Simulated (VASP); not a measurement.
# Ir (P6_3/mmc) in VASP: further runs

The runs below take Ir through single point, with LDA.

Everything below comes from runs of VASP 6.6.1. Logs are shortened: lines on timing, memory, paths and dates and some standing lists are left out, and cuts for length are marked.

### 1 The cell of the first run

It takes space group P6_3/mmc (No. 194, hexagonal). The conventional cell has a = 2.705 Å, b = 2.705 Å, c = 4.386 Å, α = 90.00°, β = 90.00°, γ = 120.00°. Within 3.6 Å of Ir (site symmetry -6m2) lie 12 Ir at 2.69 to 2.71 Å.

### 2 Single point, LDA, collinear spin, ferromagnetic start

Input file INCAR:

```
PREC = Accurate
ENCUT = 520
EDIFF = 1E-6
ISMEAR = 0
SIGMA = 0.15
LREAL = False
LASPH = True
NELM = 150
ALGO = Normal
ISIF = 2
LWAVE = False
LCHARG = True
ISPIN = 2
MAGMOM = 0.8 0.8
LORBIT = 11
NUPDOWN = 1.6
LMAXMIX = 4
LELF = True
LVHAR = True
NBANDS = 20
```

Input file KPOINTS:

```
regular mesh
0
Gamma
  21 21 12
```

Input file POSCAR:

```
Ir
1.0
    2.7052421934      0.0000000000      0.0000000000
   -1.3526210967      2.3428084629      0.0000000000
    0.0000000000      0.0000000000      4.3862377053
Ir
2
Direct
    0.6666666667      0.3333333333      0.7500000000
    0.3333333333      0.6666666667      0.2500000000
```

Potentials or basis: VASP PAW LDA potentials, release 64 (Ir).

Command:

```sh
> cat potpaw_LDA.64/Ir/POTCAR > POTCAR
> mpirun -np 1 vasp_std > vasp.out
```

OUTCAR:

```text
PREC = Accurate
   ENCUT = 520
   EDIFF = 1E-6
   ISMEAR = 0
   LREAL = False
   LASPH = True
   NELM = 150
   ISIF = 2
   ISPIN = 2
   LORBIT = 11
   NUPDOWN = 1.6

 ion  position               nearest neighbor table
   1  0.667  0.333  0.750-   2 2.69   2 2.69   2 2.69   2 2.69   2 2.69   2 2.69
   2  0.333  0.667  0.250-   1 2.69   1 2.69   1 2.69   1 2.69   1 2.69   1 2.69

  LATTYP: Found a hexagonal cell.
 ALAT       =     2.7052421934
 C/A-ratio  =     1.6213844794

  Lattice vectors:

 A1 = (   2.7052421934,   0.0000000000,   0.0000000000)
 A2 = (  -1.3526210967,   2.3428084629,   0.0000000000)
 A3 = (   0.0000000000,   0.0000000000,   4.3862377053)

Analysis of symmetry for initial positions (statically):
=====================================================================
 Subroutine PRICEL returns:
 Original cell was already a primitive cell.

 Routine SETGRP: Setting up the symmetry group for a
 hexagonal supercell.

 Subroutine GETGRP returns: Found 24 space group operations
 (whereof 12 operations were pure point group operations)
 out of a pool of 24 trial point group operations.

The static configuration has the point symmetry D_3d.
 The point group associated with its full space group is D_6h.

Analysis of symmetry for dynamics (positions and initial velocities):
=====================================================================
 Subroutine PRICEL returns:
 Original cell was already a primitive cell.

 Routine SETGRP: Setting up the symmetry group for a
 hexagonal supercell.

 Subroutine GETGRP returns: Found 24 space group operations
 (whereof 12 operations were pure point group operations)
 out of a pool of 24 trial point group operations.

The dynamic configuration has the point symmetry D_3d.
 The point group associated with its full space group is D_6h.

Analysis of structural, dynamic, and magnetic symmetry:
=====================================================================
 Subroutine PRICEL returns:
 Original cell was already a primitive cell.

 Routine SETGRP: Setting up the symmetry group for a
 hexagonal supercell.

 Subroutine GETGRP returns: Found 24 space group operations
 (whereof 12 operations were pure point group operations)
 out of a pool of 24 trial point group operations.

The overall configuration has the point symmetry D_3d.
 The point group associated with its full space group is D_6h.

 Subroutine INISYM returns: Found 24 space group operations
 (whereof 12 operations are pure point group operations),
 and found     1 'primitive' translations

----------------------------------------------------------------------------------------

                                     Primitive cell

  volume of cell :      27.7994

  direct lattice vectors                    reciprocal lattice vectors
     2.705242193  0.000000000  0.000000000     0.369652670  0.213419069  0.000000000
    -1.352621097  2.342808463  0.000000000     0.000000000  0.426838137  0.000000000
     0.000000000  0.000000000  4.386237705     0.000000000  0.000000000  0.227985820

  length of vectors
     2.705242193  2.705242193  4.386237705     0.426838137  0.426838137  0.227985820

  position of ions in fractional coordinates (direct lattice)
     0.666666667  0.333333333  0.750000000
     0.333333333  0.666666667  0.250000000

  ion indices of the primitive-cell ions
   primitive index   ion index
                 1           1
                 2           2

----------------------------------------------------------------------------------------

 KPOINTS: regular mesh

Automatic generation of k-mesh.
 Grid dimensions read from file:
 generate k-points for:   21   21   12

 Generating k-lattice:

  Cartesian coordinates                     Fractional coordinates (reciprocal lattice)
     0.017602508  0.010162813  0.000000000     0.047619048  0.000000000  0.000000000
     0.000000000  0.020325626  0.000000000     0.000000000  0.047619048  0.000000000
     0.000000000  0.000000000  0.018998818     0.000000000  0.000000000  0.083333333

  Length of vectors
     0.020325626  0.020325626  0.018998818

  Shift w.r.t. Gamma in fractional coordinates (k-lattice)
     0.000000000  0.000000000  0.000000000

 Subroutine IBZKPT returns following result:
 ===========================================

 Found    336 irreducible k-points:

 Following reciprocal coordinates:
            Coordinates               Weight
  0.000000  0.000000  0.000000      1.000000
  0.047619  0.000000  0.000000      6.000000
  0.095238  0.000000  0.000000      6.000000
  0.142857  0.000000  0.000000      6.000000
  0.190476  0.000000  0.000000      6.000000
  0.238095  0.000000  0.000000      6.000000
[... 16 lines left out ...]
  0.142857  0.095238  0.000000     12.000000
  0.190476  0.095238  0.000000     12.000000
 [... further k-points ...]
   k-points           NKPTS =    336   k-points in BZ     NKDIM =    336   number of bands    NBANDS=     20
   number of dos      NEDOS =    301   number of ions     NIONS =      2
   total plane-waves  NPLWV =  14400
   dimension x,y,z NGX =    20 NGY =   20 NGZ =   36
   dimension x,y,z NGXF=    40 NGYF=   40 NGZF=   72
   ions per type =               2
   NGX,Y,Z   is equivalent  to a cutoff of  12.29, 12.29, 13.64 a.u.
   NGXF,Y,Z  is equivalent  to a cutoff of  24.58, 24.58, 27.29 a.u.
 SYSTEM =  unknown system
   PREC   = accura    normal or accurate (medium, high low for compatibility)
   ISTART =      0    job   : 0-new  1-cont  2-samecut
   ICHARG =      2    charge: 1-file 2-atom 10-const
   ISPIN  =      2    spin polarized calculation?
   LNONCOLLINEAR =      F non collinear calculations
   LSORBIT =      F    spin-orbit coupling
   LASPH  =      T    aspherical Exc in radial PAW
   ENCUT  =  520.0 eV  38.22 Ry    6.18 a.u.   5.03  5.03  8.16*2*pi/ulx,y,z
   NELM   =    150;   NELMIN=  2; NELMDL= -5     # of ELM steps
   EDIFF  = 0.1E-05   stopping-criterion for ELM
   LREAL  =      F    real-space projection
   EDIFFG = 0.1E-04   stopping-criterion for IOM
   NSW    =      0    number of steps for IOM
   IBRION =     -1    ionic relax: 0-MD 1-quasi-New 2-CG
   NFREE  =      0    steps in history (QN), initial steepest desc. (CG)
   ISIF   =      2    stress and relaxation
   ISYM   =      2    0-nonsym 1-usesym 2-fastsym
   POTIM  = 0.5000    time-step for ionic-motion
   TEBEG  =    0.0;   TEEND  =   0.0 temperature during run
   PSTRESS=    0.0 pullay stress
   NELECT =      18.0000    total number of electrons
   NUPDOWN=       1.6000    fix difference up-down
   EMIN   =  10.00;   EMAX   =-10.00  energy-range for DOS
   EFERMI =   0.00;   METHOD = LEGACY
   ISMEAR =     0;   SIGMA  =   0.15  broadening in eV -4-tet -1-fermi 0-gaus
   EFERMI_NEDOS =   21; number of points for ismear=-14 and -15
   IALGO  =     38    algorithm
   IMIX   =      4    mixing-type and parameters
     AMIX     =   0.40;   BMIX     =  1.00
     AMIX_MAG =   1.60;   BMIX_MAG =  1.00
  volume/ion in A,a.u.               =      13.90        93.80
  Fermi-wavevector in a.u.,A,eV,Ry     =   1.416296  2.676411 27.291842  2.005894
  Thomas-Fermi vector in A             =   2.537645
   LORBIT       =     11    0 simple, 1 ext, 2 COOP (PROOUT), +10 PAW based schemes
   GGA     = CA    functional components
   LHFCALC =     F    Hartree Fock is set to
   AEXX    =    0.0000 exact exchange contribution
   IVDW    =     0    specifies the selected vdW correction
   LEPSILON=     F    determine dielectric tensor
   LRPA    =     F    only Hartree local field effects (RPA)
 spin polarized calculation
 Gauss-broadening in eV      SIGMA  =   0.15
  energy-cutoff  :      520.00
  volume of cell :       27.80
 maximum number of plane-waves:       772
 NGX is ok and might be reduce to    20
   NGX =  9   NGY =  9   NGZ = 17

 number of electron      18.0000001 magnetization       1.6000000

 Free energy of the ion-electron system (eV)
  ---------------------------------------------------
  ext. energy  EPLUGINS =         0.00000000
  ---------------------------------------------------
  free energy    TOTEN  =       -20.11752838 eV

  energy without entropy =      -20.09107505  energy(sigma->0) =      -20.10430171

 E-fermi :  10.1067     XC(G=0): -14.2342

 val. band max:       11.1236404262   @ k =   0.0952   0.0952   0.4167
 cond. band min:      10.1136544182   @ k =   0.2381   0.0952   0.1667
 fundamental gap:     -1.0099860080
 Fermi energy:        11.1243041211

 spin component 1

 k-point     1 :       0.0000    0.0000    0.0000
  band No.  band energies     occupation
      1      -0.7818      1.00000
      2       2.1854      1.00000
      3       6.4694      1.00000
      4       6.5649      1.00000
      5       6.5649      1.00000
      6       7.2439      1.00000
[... 12 lines left out ...]
     19      33.3951      0.00000
     20      33.3951      0.00000
[... 507 lines left out ...]
 k-point    24 :       0.1905    0.0952    0.0000
  band No.  band energies     occupation
      1       1.4307      1.00000
      2       3.6877      1.00000
      3       5.1225      1.00000
      4       5.2936      1.00000
      5       6.4852      1.00000
      6       6.7152      1.00000
[... 12 lines left out ...]
     19      31.7666      0.00000
     20      33.8660      0.00000

 [... further k-points ...]

 spin component 2

 k-point     1 :       0.0000    0.0000    0.0000
  band No.  band energies     occupation
      1      -0.5628      1.00000
      2       2.5130      1.00000
      3       6.9044      1.00000
      4       6.9911      1.00000
      5       6.9911      1.00000
      6       7.6819      1.00000
[... 12 lines left out ...]
     19      33.6350      0.00000
     20      33.6350      0.00000
[... 507 lines left out ...]
 k-point    24 :       0.1905    0.0952    0.0000
  band No.  band energies     occupation
      1       1.6590      1.00000
      2       4.0419      1.00000
      3       5.5017      1.00000
      4       5.6604      1.00000
      5       6.8909      1.00000
      6       7.1514      1.00000
[... 12 lines left out ...]
     19      32.0098      0.00000
     20      34.1442      0.00000

 [... further k-points ...]
[... 5 lines left out ...]
  --------------------------------------------------------------------------------------
  -------------------------------------------------------------------------------------
  Total        1.4782540      1.4782540      1.4547067      0.0000000      0.0000000      0.0000000
  in kB       85.1970496     85.1970496     83.8399323      0.0000000      0.0000000      0.0000000
  external PRESSURE =      84.7446771 kB  Pullay stress =       0.0000000 kB

 VOLUME and BASIS-vectors are now :
 -----------------------------------------------------------------------------
  energy-cutoff  :      520.00
  volume of cell :       27.80
      direct lattice vectors                 reciprocal lattice vectors
     2.705242193  0.000000000  0.000000000     0.369652670  0.213419069  0.000000000
    -1.352621097  2.342808463  0.000000000     0.000000000  0.426838137  0.000000000
     0.000000000  0.000000000  4.386237705     0.000000000  0.000000000  0.227985820

 POSITION                                       TOTAL-FORCE (eV/Angst)
 -----------------------------------------------------------------------------------
      1.35262      0.78094      3.28968         0.000000     -0.000000      0.000000
     -0.00000      1.56187      1.09656        -0.000000      0.000000      0.000000
 -----------------------------------------------------------------------------------
    total drift:                               -0.000000      0.000000     -0.000000

  FREE ENERGIE OF THE ION-ELECTRON SYSTEM (eV)
  ---------------------------------------------------
  free  energy   TOTEN  =       -20.1175283772 eV

  energy  without entropy=      -20.0910750515  energy(sigma->0) =      -20.10430171

 total charge

# of ion       s       p       d       tot
------------------------------------------
    1        0.684   0.760   7.040   8.484
    2        0.684   0.760   7.040   8.484
--------------------------------------------------
tot          1.368   1.520  14.080  16.969

 magnetization (x)

# of ion       s       p       d       tot
------------------------------------------
    1        0.005   0.012   0.759   0.777
    2        0.005   0.012   0.759   0.777
--------------------------------------------------
tot          0.010   0.025   1.518   1.553
```

Wall time 9.7 min (1 thread of AMD EPYC 7R13, shared host); peak memory 0.31 GiB.

Results:

| Property | Result |
| --- | --- |
| Free energy | -20.1175 eV |
| Pressure | 8.5 GPa |
| Net moment | 1.60 μB per cell |
| Site moments | Ir +0.78 μB |
| Valence electrons inside the program's atomic spheres | Ir 8.48 |

Caveat: spin-orbit coupling is left out, which moves the levels of the heavy elements; the total moment is fixed, so each spin has its own Fermi level.

(Part 1 of 2 ends here.)
